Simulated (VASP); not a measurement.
ZnCu:

```
Zn Cu
1.0
     2.94500    0.00000    0.00000
     0.00000    2.94500    0.00000
     0.00000    0.00000    2.94500
Zn Cu
1 1
Direct
  0.50000 0.50000 0.50000
  0.00000 0.00000 0.00000
```

| Item | Value |
| --- | --- |
| Program | VASP 6.6.1 |
| Task | relaxation of cell and atoms |
| Functional | PBEsol |
| Potentials or basis | VASP PAW PBE potentials, release 64 (Zn, Cu) |
| Cutoff | 600 eV |
| k mesh | 9 × 9 × 9 |
| Occupations | methfessel-paxton, width 0.1 eV |
| Spin | no spin polarisation |

At the start: pressure -3.9 GPa; volume 12.77 Å³/atom.

Problem. Where does the relaxation end?

Solution. Over 3 steps the energy falls by 4.8 meV/atom and the volume is 12.38 Å³/atom (-3.0 %); space group Pm-3m (No. 221, to 0.05 Å).

Step by step:
```csv
step,energy change (eV),largest force (eV/Å),pressure (GPa),volume (Å³)
1,0.0000,0.0000,-3.91,25.54
2,-0.0075,0.0000,2.04,24.41
3,-0.0097,0.0000,0.02,24.77
```

Final structure:
```
Zn Cu
1.0
     2.91487    0.00000    0.00000
     0.00000    2.91487    0.00000
     0.00000    0.00000    2.91487
Zn Cu
1 1
Direct
  0.50000 0.50000 0.50000
  0.00000 0.00000 0.00000
```

Caveat: the PAW data sets were made with another functional, which shifts forces and pressure a little.
